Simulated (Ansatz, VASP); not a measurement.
## One calculation of Ge, two programs

The input INCAR:

```
PREC = Accurate
ENCUT = 520
EDIFF = 1E-6
ISMEAR = -1
SIGMA = 0.05
LREAL = False
LASPH = True
NELM = 60
ALGO = Normal
ISIF = 2
LWAVE = False
LCHARG = False
GGA = CA
NBANDS = 21
```

File KPOINTS:

```
Automatic mesh
0
Gamma
  13 13 13
```

Contents of POSCAR:

```
Ge
1.0
    0.0000000000      2.3031445250      2.3031445250
    2.3031445250      0.0000000000      2.3031445250
    2.3031445250      2.3031445250      0.0000000000
Ge
2
Direct
   -0.1250000000     -0.1250000000     -0.1250000000
    0.1250000000      0.1250000000      0.1250000000
```

Input for Ansatz:

```yaml
crystal:
  lattice:
    - [0.0, 2.303144525, 2.303144525]
    - [2.303144525, 0.0, 2.303144525]
    - [2.303144525, 2.303144525, 0.0]
  atoms:
    - { symbol: Ge, position: [-0.125, -0.125, -0.125] }
    - { symbol: Ge, position: [0.125, 0.125, 0.125] }
kpoints:
  mp_grid: { grid: [13, 13, 13] }
scf:
  occupations: { method: fermi_dirac, width: 0.05 }
hamiltonian:
  xc: lda
  pseudopotentials: { kind: all_electron, lapw: { basis_error: 0.001 } }
output:
  forces: true
  stress: true
  eigenvalues: true
  populations: true
```

Change from the starting cell: volume scaled by 0.55, LAPW.

Alike in both runs: task single point; functional LDA; k mesh 13 × 13 × 13; occupations fermi-dirac, width 0.05 eV; no spin polarisation.

```csv
,VASP,Ansatz
version,VASP 6.6.1,Ansatz 0.2.0
potentials or method,"VASP PAW LDA potentials, release 64 (Ge_d), cutoff 520 eV","all-electron LAPW, scalar-relativistic"
```

Ansatz gave:

* pressure (GPa): 165.0

Task: What did VASP give for the same quantities?

Result: Pressure (GPa): 170.3.

LDA's correlation is that of Perdew and Zunger in VASP and of Perdew and Wang (1992) in Ansatz. Both programs put the cell under a high pressure, so it lies far from rest at this level. Ansatz ran all-electron here, and VASP with PAW potentials.

Noted on VASP's run: the cell as given lies far from equilibrium.
